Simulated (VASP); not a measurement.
# HfB (Fm-3m) in VASP: further runs

Runs on HfB. Level: PBE. Tasks: vibrations by perturbation theory.

Program: VASP 6.6.1. These are calculated values, not measurements. Logs are shortened: lines on timing, memory, paths and dates and some standing lists are left out, and cuts for length are marked.

## Step 1: The cell of the first run

It takes space group Fm-3m (No. 225, cubic). Conventional cell: a = 4.809 Å, b = 4.809 Å, c = 4.809 Å, α = 90.00°, β = 90.00°, γ = 90.00°. Hf (site symmetry m-3m) has 6 B at 2.40 Å within 3.2 Å. B (site symmetry m-3m) has 6 Hf at 2.40 Å within 3.2 Å.

## Step 2: Vibrations by perturbation theory, PBE

The input, INCAR:

```
  PREC = Accurate
  ENCUT = 500
  EDIFF = 1E-8
  ISMEAR = -1
  SIGMA = 0.15
  LREAL = False
  LASPH = True
  NELM = 120
  ALGO = Normal
  ISIF = 2
  LWAVE = False
  LCHARG = False
  GGA = PE
  NBANDS = 14
  IBRION = 8
  NSW = 1
  GGA_COMPAT = False
```

The input, KPOINTS:

```
Automatic mesh
0
Gamma
  16 16 16
```

The input, POSCAR:

```
HfB
1.0
    0.0000000000      2.4042845019      2.4042845019
    2.4042845019      0.0000000000      2.4042845019
    2.4042845019      2.4042845019      0.0000000000
Hf B
1 1
Direct
    0.5000000000      0.5000000000      0.5000000000
    0.0000000000      0.0000000000      0.0000000000
```

Potentials or basis: VASP PAW PBE potentials, release 64 (Hf_pv, B).

On the command line:

```bash
> cat potpaw_PBE.64/Hf_pv/POTCAR potpaw_PBE.64/B/POTCAR > POTCAR
> mpirun -np 1 vasp_std > vasp.out
```

OUTCAR:

```text
PREC = Accurate
   ENCUT = 500
   EDIFF = 1E-8
   ISMEAR = -1
   LREAL = False
   LASPH = True
   NELM = 120
   ISIF = 2
   GGA = PE
   IBRION = 8
   NSW = 1

 ion  position               nearest neighbor table
   1  0.500  0.500  0.500-   2 2.40   2 2.40   2 2.40   2 2.40   2 2.40   2 2.40
   2  0.000  0.000  0.000-   1 2.40   1 2.40   1 2.40   1 2.40   1 2.40   1 2.40

  LATTYP: Found a face centered cubic cell.
 ALAT       =     4.8085690038

  Lattice vectors:

 A1 = (   0.0000000000,   2.4042845019,   2.4042845019)
 A2 = (   2.4042845019,   0.0000000000,   2.4042845019)
 A3 = (   2.4042845019,   2.4042845019,   0.0000000000)

Analysis of symmetry for initial positions (statically):
=====================================================================
 Subroutine PRICEL returns:
 Original cell was already a primitive cell.

 Routine SETGRP: Setting up the symmetry group for a
 face centered cubic supercell.

 Subroutine GETGRP returns: Found 48 space group operations
 (whereof 48 operations were pure point group operations)
 out of a pool of 48 trial point group operations.

The static configuration has the point symmetry O_h .

Analysis of symmetry for dynamics (positions and initial velocities):
=====================================================================
 Subroutine PRICEL returns:
 Original cell was already a primitive cell.

 Routine SETGRP: Setting up the symmetry group for a
 face centered cubic supercell.

 Subroutine GETGRP returns: Found 48 space group operations
 (whereof 48 operations were pure point group operations)
 out of a pool of 48 trial point group operations.

The dynamic configuration has the point symmetry O_h .

 Subroutine INISYM returns: Found 48 space group operations
 (whereof 48 operations are pure point group operations),
 and found     1 'primitive' translations

----------------------------------------------------------------------------------------

                                     Primitive cell

  volume of cell :      27.7963

  direct lattice vectors                    reciprocal lattice vectors
     0.000000000  2.404284502  2.404284502    -0.207962078  0.207962078  0.207962078
     2.404284502  0.000000000  2.404284502     0.207962078 -0.207962078  0.207962078
     2.404284502  2.404284502  0.000000000     0.207962078  0.207962078 -0.207962078

  length of vectors
     3.400171750  3.400171750  3.400171750     0.360200884  0.360200884  0.360200884

  position of ions in fractional coordinates (direct lattice)
     0.500000000  0.500000000  0.500000000
     0.000000000  0.000000000  0.000000000

  ion indices of the primitive-cell ions
   primitive index   ion index
                 1           1
                 2           2

----------------------------------------------------------------------------------------

 KPOINTS: Automatic mesh

Automatic generation of k-mesh.
 Grid dimensions read from file:
 generate k-points for:   16   16   16

 Generating k-lattice:

  Cartesian coordinates                     Fractional coordinates (reciprocal lattice)
    -0.012997630  0.012997630  0.012997630     0.062500000  0.000000000  0.000000000
     0.012997630 -0.012997630  0.012997630     0.000000000  0.062500000  0.000000000
     0.012997630  0.012997630 -0.012997630     0.000000000  0.000000000  0.062500000

  Length of vectors
     0.022512555  0.022512555  0.022512555

  Shift w.r.t. Gamma in fractional coordinates (k-lattice)
     0.000000000  0.000000000  0.000000000
[... 84 lines left out ...]
  volume of cell :       27.80
 maximum number of plane-waves:       725
 NGX is ok and might be reduce to    28
   NGX = 13   NGY = 13   NGZ = 13

--------------------------------------- Ionic step        1  -------------------------------------------

 number of electron      13.0000000 magnetization

 Free energy of the ion-electron system (eV)
  ---------------------------------------------------
  ext. energy  EPLUGINS =         0.00000000
  ---------------------------------------------------
  free energy    TOTEN  =       -17.49845723 eV

  energy without entropy =      -17.41379912  energy(sigma->0) =      -17.45612818

 E-fermi :   4.4287     XC(G=0): -11.7402

 val. band max:        4.4115378608   @ k =   0.2500   0.0000   0.0000
 cond. band min:       4.4686375672   @ k =   0.3750   0.1875   0.0625
 fundamental gap:      0.0570997064
 Fermi energy:         4.4286641930

 k-point     1 :       0.0000    0.0000    0.0000
  band No.  band energies     occupation
      1     -24.5539      2.00000
      2     -24.5539      2.00000
      3     -24.5539      2.00000
      4      -4.7942      2.00000
      5       6.4497      0.00000
      6       6.4497      0.00000
      7       6.4497      0.00000
      8       7.9988      0.00000
      9       7.9988      0.00000
     10       7.9988      0.00000
     11       8.1538      0.00000
     12       8.1538      0.00000
     13      15.5944      0.00000
     14      15.6126      0.00000
[... 377 lines left out ...]
      1     -24.5982      2.00000
      2     -24.5669      2.00000
      3     -24.5557      2.00000
      4      -4.5364      2.00000
      5       5.7557      0.00029
      6       5.8025      0.00021
      7       6.2013      0.00001
      8       6.5974      0.00000
      9       7.5702      0.00000
     10       8.5584      0.00000
     11       9.3709      0.00000
     12      10.3630      0.00000
     13      15.9824      0.00000
     14      16.2449      0.00000

 [... further k-points ...]

------------------------ aborting loop because EDIFF is reached ----------------------------------------

  FORCE on cell =-STRESS in cart. coord.  units (eV):
  Direction    XX          YY          ZZ          XY          YZ          ZX
  --------------------------------------------------------------------------------------
  -------------------------------------------------------------------------------------
  Total        0.5486431      0.5486431      0.5486431     -0.0000000      0.0000000      0.0000000
  in kB       31.6237198     31.6237198     31.6237198     -0.0000000      0.0000000      0.0000000
  external PRESSURE =      31.6237198 kB  Pullay stress =       0.0000000 kB

 VOLUME and BASIS-vectors are now :
 -----------------------------------------------------------------------------
  energy-cutoff  :      500.00
  volume of cell :       27.80
      direct lattice vectors                 reciprocal lattice vectors
     0.000000000  2.404284502  2.404284502    -0.207962078  0.207962078  0.207962078
     2.404284502  0.000000000  2.404284502     0.207962078 -0.207962078  0.207962078
     2.404284502  2.404284502  0.000000000     0.207962078  0.207962078 -0.207962078

 POSITION                                       TOTAL-FORCE (eV/Angst)
 -----------------------------------------------------------------------------------
      2.40428      2.40428      2.40428        -0.000000      0.000000     -0.000000
      0.00000      0.00000      0.00000         0.000000     -0.000000      0.000000
 -----------------------------------------------------------------------------------
    total drift:                                0.000000      0.000000      0.000000

  FREE ENERGIE OF THE ION-ELECTRON SYSTEM (eV)
  ---------------------------------------------------
  free  energy   TOTEN  =       -17.4984572283 eV

  energy  without entropy=      -17.4137991227  energy(sigma->0) =      -17.45612818

[... ionic steps 2 to 3 ...]

--------------------------------------- Ionic step        4  -------------------------------------------

------------------------ aborting loop because EDIFF is reached ----------------------------------------

[... ionic steps 5 to 6 ...]

--------------------------------------- Ionic step        7  -------------------------------------------

 Free energy of the ion-electron system (eV)
  ---------------------------------------------------
  ---------------------------------------------------
  free energy    TOTEN  =        -0.04193590 eV

  energy without entropy =       -0.04193590

------------------------ aborting loop because EDIFF is reached ----------------------------------------

 INTERNAL STRAIN TENSOR  FOR ION    2  DIRECTION 1   (eV/Angst):
 -----------------------------------------------------------------------------
     0.00496  0.00000  0.00000
    -0.00000 -0.00541  0.00000
     0.00000  0.00000 -0.00541

 INTERNAL STRAIN TENSOR FOR ION    2 for displacements in x,y,z  (eV/Angst):
          X           Y           Z          XY          YZ          ZX
  --------------------------------------------------------------------------------
  x     0.00000     0.00000     0.00000     0.00000     0.00000     0.00000
  y     0.00000     0.00000     0.00000     0.00000     0.00000     0.00000
  z     0.00000     0.00000     0.00000     0.00000     0.00000     0.00000

 SECOND DERIVATIVES (NOT SYMMETRIZED)
 ------------------------------------
               1X          1Y          1Z          2X          2Y          2Z
  1X    -8.101580    0.000000    0.000000    8.101580    0.000000    0.000000
  1Y     0.000000   -8.101580    0.000000    0.000000    8.101580    0.000000
  1Z     0.000000    0.000000   -8.101580    0.000000    0.000000    8.101580
  2X     8.101913    0.000000    0.000000   -8.101913    0.000000    0.000000
  2Y     0.000000    8.101913    0.000000    0.000000   -8.101913    0.000000
  2Z     0.000000    0.000000    8.101913    0.000000    0.000000   -8.101913

 Eigenvectors and eigenvalues of the dynamical matrix
 ----------------------------------------------------

   1 f  =   13.937362 THz    87.571027 2PiTHz  464.900350 cm-1    57.640271 meV
             X         Y         Z           dx          dy          dz
      2.404285  2.404285  2.404285     0.235634    0.039809    0.000000
      0.000000  0.000000  0.000000    -0.957459   -0.161757    0.000000
[... 21 lines left out ...]
   6 f/i=    0.000067 THz     0.000418 2PiTHz    0.002218 cm-1     0.000275 meV
             X         Y         Z           dx          dy          dz
      2.404285  2.404285  2.404285     0.913412    0.329360    0.009642
      0.000000  0.000000  0.000000     0.224794    0.081056    0.002373

--------------------------------------------------------------------------------------------------------

 ELASTIC MODULI CONTR FROM IONIC RELAXATION (kBar)
 Direction    XX          YY          ZZ          XY          YZ          ZX
 --------------------------------------------------------------------------------
 XX           0.0000      0.0000      0.0000      0.0000      0.0000      0.0000
 YY           0.0000      0.0000      0.0000      0.0000      0.0000      0.0000
 ZZ           0.0000      0.0000      0.0000      0.0000      0.0000      0.0000
 XY           0.0000      0.0000      0.0000      0.0000      0.0000      0.0000
 YZ           0.0000      0.0000      0.0000      0.0000      0.0000      0.0000
 ZX           0.0000      0.0000      0.0000      0.0000      0.0000      0.0000
 --------------------------------------------------------------------------------
```

Run time: 5.5 min. Hardware: 1 thread of Intel Xeon Platinum 8488C (Sapphire Rapids), shared host; peak memory 0.41 GiB.

What came out:

- Highest phonon frequency at Γ, LO-TO splitting left out: 465 cm⁻¹

Phonon frequencies in cm⁻¹ (negative: imaginary):
| q point | frequencies |
| --- | --- |
| (0.000, 0.000, 0.000) | 0 0 0 465 465 465 |

Caveat: the cell wasn't relaxed at this level first, which shifts response properties; spin-orbit coupling is left out, which moves the levels of the heavy elements.

## Step 3: Vibrations by perturbation theory, PBE (phonons at volume x 1.02)

The input, INCAR:

```
SYSTEM = HfB
  PREC = Accurate
  ENCUT = 500
  EDIFF = 1E-8
  ISMEAR = -1
  SIGMA = 0.15
  LREAL = .False.
  LASPH = .True.
  NELM = 120
  ALGO = Normal
  ISIF = 2
  LWAVE = .False.
  LCHARG = .True.
  GGA = PE
  IBRION = 8
  NSW = 1
  GGA_COMPAT = .False.
```

The input, KPOINTS:

```
regular mesh
0
Gamma
  16 16 16
  0 0 0
```

The input, POSCAR:

```
HfB
1.0
    0.0000000000      2.4341093244      2.4341093244
    2.4341093244      0.0000000000      2.4341093244
    2.4341093244      2.4341093244      0.0000000000
Hf B
1 1
Direct
    0.5000000000      0.5000000000      0.5000000000
    0.0000000000      0.0000000000      0.0000000000
```

Potentials or basis: VASP PAW PBE potentials, release 64 (Hf_pv, B).

On the command line:

```bash
> cat potpaw_PBE.64/Hf_pv/POTCAR potpaw_PBE.64/B/POTCAR > POTCAR
> mpirun -np 1 vasp_std > vasp.out
```

OUTCAR:

```text
SYSTEM = HfB
   PREC = Accurate
   ENCUT = 500
   EDIFF = 1E-8
   ISMEAR = -1
   LREAL = .False.
   LASPH = .True.
   NELM = 120
   ISIF = 2
   GGA = PE
   IBRION = 8
   NSW = 1

 ion  position               nearest neighbor table
   1  0.500  0.500  0.500-   2 2.43   2 2.43   2 2.43   2 2.43   2 2.43   2 2.43
   2  0.000  0.000  0.000-   1 2.43   1 2.43   1 2.43   1 2.43   1 2.43   1 2.43

  LATTYP: Found a face centered cubic cell.
 ALAT       =     4.8682186488

  Lattice vectors:

 A1 = (   0.0000000000,   2.4341093244,   2.4341093244)
 A2 = (   2.4341093244,   0.0000000000,   2.4341093244)
 A3 = (   2.4341093244,   2.4341093244,   0.0000000000)

Analysis of symmetry for initial positions (statically):
=====================================================================
 Subroutine PRICEL returns:
 Original cell was already a primitive cell.

 Routine SETGRP: Setting up the symmetry group for a
 face centered cubic supercell.

 Subroutine GETGRP returns: Found 48 space group operations
 (whereof 48 operations were pure point group operations)
 out of a pool of 48 trial point group operations.

The static configuration has the point symmetry O_h .

Analysis of symmetry for dynamics (positions and initial velocities):
=====================================================================
 Subroutine PRICEL returns:
 Original cell was already a primitive cell.

 Routine SETGRP: Setting up the symmetry group for a
 face centered cubic supercell.

[... 498 lines left out ...]
 -----------------------------------------------------------------------------------
    total drift:                                0.000000      0.000000      0.000000

  FREE ENERGIE OF THE ION-ELECTRON SYSTEM (eV)
  ---------------------------------------------------
  free  energy   TOTEN  =       -17.4981330637 eV

  energy  without entropy=      -17.4100688836  energy(sigma->0) =      -17.45410097

[... ionic steps 2 to 3 ...]

--------------------------------------- Ionic step        4  -------------------------------------------

------------------------ aborting loop because EDIFF is reached ----------------------------------------

[... ionic steps 5 to 6 ...]

--------------------------------------- Ionic step        7  -------------------------------------------

 Free energy of the ion-electron system (eV)
  ---------------------------------------------------
  ---------------------------------------------------
  free energy    TOTEN  =        -0.04147131 eV

  energy without entropy =       -0.04147131

------------------------ aborting loop because EDIFF is reached ----------------------------------------

 INTERNAL STRAIN TENSOR  FOR ION    2  DIRECTION 1   (eV/Angst):
 -----------------------------------------------------------------------------
     0.00326 -0.00000  0.00000
    -0.00000 -0.00454 -0.00000
     0.00000 -0.00000 -0.00454

 INTERNAL STRAIN TENSOR FOR ION    2 for displacements in x,y,z  (eV/Angst):
          X           Y           Z          XY          YZ          ZX
  --------------------------------------------------------------------------------
  x     0.00000     0.00000     0.00000     0.00000     0.00000     0.00000
  y     0.00000     0.00000     0.00000     0.00000     0.00000     0.00000
  z     0.00000     0.00000     0.00000     0.00000     0.00000     0.00000

 SECOND DERIVATIVES (NOT SYMMETRIZED)
 ------------------------------------
               1X          1Y          1Z          2X          2Y          2Z
  1X    -7.211035    0.000000    0.000000    7.211035    0.000000    0.000000
  1Y     0.000000   -7.211035    0.000000    0.000000    7.211035    0.000000
  1Z     0.000000    0.000000   -7.211035    0.000000    0.000000    7.211035
  2X     7.208281    0.000000    0.000000   -7.208281    0.000000    0.000000
  2Y     0.000000    7.208281    0.000000    0.000000   -7.208281    0.000000
  2Z     0.000000    0.000000    7.208281    0.000000    0.000000   -7.208281

 Eigenvectors and eigenvalues of the dynamical matrix
 ----------------------------------------------------

   1 f  =   13.146432 THz    82.601469 2PiTHz  438.517773 cm-1    54.369250 meV
             X         Y         Z           dx          dy          dz
      2.434109  2.434109  2.434109     0.000000    0.239020    0.000000
      0.000000  0.000000  0.000000     0.000000   -0.971015    0.000000
[... 21 lines left out ...]
   6 f/i=    0.000583 THz     0.003661 2PiTHz    0.019435 cm-1     0.002410 meV
             X         Y         Z           dx          dy          dz
      2.434109  2.434109  2.434109     0.000000   -0.971015    0.000000
      0.000000  0.000000  0.000000     0.000000   -0.239020    0.000000

--------------------------------------------------------------------------------------------------------

 ELASTIC MODULI CONTR FROM IONIC RELAXATION (kBar)
 Direction    XX          YY          ZZ          XY          YZ          ZX
 --------------------------------------------------------------------------------
 XX           0.0000      0.0000      0.0000      0.0000      0.0000      0.0000
 YY           0.0000      0.0000      0.0000      0.0000      0.0000      0.0000
 ZZ           0.0000      0.0000      0.0000      0.0000      0.0000      0.0000
 XY           0.0000      0.0000      0.0000      0.0000      0.0000      0.0000
 YZ           0.0000      0.0000      0.0000      0.0000      0.0000      0.0000
 ZX           0.0000      0.0000      0.0000      0.0000      0.0000      0.0000
 --------------------------------------------------------------------------------
```

OSZICAR:

```text
N       E                     dE             d eps       ncg     rms          rms(c)
DAV:   1     0.132095750521E+02    0.13210E+02   -0.72521E+03  2900   0.116E+03
DAV:   2    -0.183754088934E+02   -0.31585E+02   -0.30204E+02  3712   0.183E+02
[... 58 lines left out ...]
RMM:   8    -0.414730681463E-01   -0.13322E-05   -0.59457E-08 12499   0.112E-03    0.578E-04
RMM:   9    -0.414716432741E-01    0.14249E-05   -0.66850E-09 12596   0.397E-04    0.128E-04
RMM:  10    -0.414714215911E-01    0.22168E-06    0.62545E-09 13283   0.136E-04    0.353E-05
RMM:  11    -0.414712992646E-01    0.12233E-06   -0.45941E-09 13189   0.542E-05    0.429E-06
RMM:  12    -0.414713126359E-01   -0.13371E-07   -0.85766E-10 13027   0.332E-05    0.246E-06
RMM:  13    -0.414713098306E-01    0.28053E-08   -0.21976E-09  9734   0.262E-05    0.116E-06
 Linear response finished
```

stdout:

```text
POSCAR found type information on POSCAR HfB
 POSCAR found :  2 types and       2 ions
 scaLAPACK will be used
 LDA part: xc-table for (Slater+PW92), standard interpolation
 POSCAR, INCAR and KPOINTS ok, starting setup
 FFT: planning ... GRIDC
 FFT: planning ... GRID_SOFT
 FFT: planning ... GRID
 WAVECAR not read
 entering main loop
 Linear response reoptimize wavefunctions to high precision
 Linear response DOF=           2
 Linear response progress:
 first order change of Fermi-energy   0.77233E-03
 force on displaced ion       1 direction 1 :  -7.211   0.000   0.000
 Linear response progress:
 first order change of Fermi-energy  -0.44439E-03
 force on displaced ion       2 direction 1 :  -7.208   0.000   0.000
 Linear response finished
```

Run time: 6.1 min. Hardware: 1 thread of Intel Xeon Platinum 8488C (Sapphire Rapids), shared host; peak memory 0.38 GiB.

What came out:

```yaml
Highest_phonon_frequency_at_Γ_LO-TO_splitting_left_out: 439 cm⁻¹
```

Phonon frequencies in cm⁻¹ (negative: imaginary):
```
              q point        frequencies
(0.000, 0.000, 0.000)  0 0 0 439 439 439
```

Caveat: the cell differs from its parent crystal (phonons at volume x 1.02); the cell wasn't relaxed at this level first, which shifts response properties; spin-orbit coupling is left out, which moves the levels of the heavy elements.
